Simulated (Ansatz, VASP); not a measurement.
## One calculation of Al3WO2, two programs

File INCAR:

```
PREC     = Accurate       # precision mode
ENCUT    = 600            # plane-wave cutoff, eV
EDIFF    = 1E-6           # SCF threshold, eV
ISMEAR   = 0              # smearing method
SIGMA    = 0.1            # smearing width, eV
LREAL    = F              # projectors in reciprocal space
LASPH    = T              # aspherical terms in the spheres
NELM     = 100            # most SCF steps
ALGO     = Normal         # electronic algorithm
ISIF     = 3              # what is computed and relaxed
LWAVE    = F              # write WAVECAR
LCHARG   = F              # write CHGCAR
GGA      = PE             # functional
IBRION   = 2              # ionic algorithm
NSW      = 100            # ionic steps
EDIFFG   = -0.01          # ionic threshold
```

KPOINTS

```
Automatic mesh
0
Gamma
  18 18 4
```

File POSCAR:

```
Al3WO2
1.0
    2.8693855156      0.0000000000      0.0000000000
   -1.4346927578      2.4849607497      0.0000000000
    0.0000000000      0.0000000000     10.2079934260
Al W O
3 1 2
Direct
    0.3333333333      0.6666666667      0.7928594909
    0.6666666667      0.3333333333      0.2071405091
    0.0000000000      0.0000000000      0.5000000000
    0.0000000000      0.0000000000      0.0000000000
    0.3333333333      0.6666666667      0.4018082278
    0.6666666667      0.3333333333      0.5981917722
```

Input for Ansatz:

```yaml
crystal:
  lattice:
    - [2.8693855156, 0.0, 0.0]
    - [-1.4346927578, 2.4849607497, 0.0]
    - [0.0, 0.0, 10.207993426]
  atoms:
    - { symbol: Al, position: [0.3333333333, 0.6666666667, 0.7928594909] }
    - { symbol: Al, position: [0.6666666667, 0.3333333333, 0.2071405091] }
    - { symbol: Al, position: [0.0, 0.0, 0.5] }
    - { symbol: W, position: [0.0, 0.0, 0.0] }
    - { symbol: O, position: [0.3333333333, 0.6666666667, 0.4018082278] }
    - { symbol: O, position: [0.6666666667, 0.3333333333, 0.5981917722] }
basis:
  ecutwfc: 420
kpoints:
  mp_grid: { grid: [18, 18, 4] }
hamiltonian:
  xc: pbe
scf:
  occupations: { method: gaussian, width: 0.1 }
output:
  forces: true
  stress: true
  eigenvalues: true
relax:
  adjacent_minimum: "off"
  f_tol: 0.01
  max_steps: 80
  cell: { stress_tol: 0.05 }
```

Alike in both runs: task relaxation of cell and atoms; functional PBE; k mesh 18 × 18 × 4; occupations gaussian, width 0.1 eV; no spin polarisation.

|  | VASP | Ansatz |
| --- | --- | --- |
| version | VASP 6.6.1 | Ansatz 0.2.0 |
| potentials or method | VASP PAW PBE potentials, release 64 (Al, W_sv, O), cutoff 600 eV | scalar-relativistic, plane waves, PAW |
| valence electrons in the cell | 35 | 35 |

|  | VASP | Ansatz | Ansatz less VASP |
| --- | --- | --- | --- |
| gap on the k mesh at the Fermi level, each at its own relaxed structure (eV) | none | none | - |
| relaxed volume (Å³/atom) | 12.11 | 12.12 | +0.008 |
| relaxed cell length with the largest relative difference (Å) | 10.175 | 10.181 | +0.0060 |

A gap of «none» marks a metal or a gap that the smearing closes.

Neither program's run includes spin-orbit coupling.
